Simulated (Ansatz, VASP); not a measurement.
# One calculation of Sr2HfO2, two programs

```
CELL_PARAMETERS angstrom
4.36866 0.00000 0.00000
0.00000 4.36866 0.00000
0.00000 0.00000 6.08759
ATOMIC_POSITIONS crystal
Sr 0.00000 0.00000 0.00000
Sr 0.50000 0.50000 0.00000
Hf 0.50000 0.50000 0.50000
O 0.00000 0.00000 0.61135
O 0.00000 0.00000 0.38865
```

Alike in both runs: task relaxation of cell and atoms; functional PBE; k mesh 4 × 4 × 4; occupations gaussian, width 0.1 eV; no spin polarisation.

```csv
,VASP,Ansatz
version,VASP 6.6.1,Ansatz 0.2.0
potentials or method,"VASP PAW PBE potentials, release 64 (Sr_sv, Hf_pv, O), cutoff 600 eV","scalar-relativistic, plane waves, PAW"
valence electrons in the cell,42,58
```

|  | VASP | Ansatz | Ansatz less VASP |
| --- | --- | --- | --- |
| gap on the k mesh at the Fermi level, each at its own relaxed structure (eV) | none | none | - |
| relaxed volume (Å³/atom) | 27.45 | 27.19 | -0.259 |
| relaxed cell length with the largest relative difference (Å) | 4.729 | 4.710 | -0.0186 |

A gap of «none» marks a metal or a gap that the smearing closes. VASP's potentials hold 42 valence electrons a cell and Ansatz's 58, so a difference there can come from the potentials and not from the codes.

Spin-orbit coupling is off throughout. Noted on VASP's run: the volume moved by over 15 % at a fixed basis, so the end points are rough.
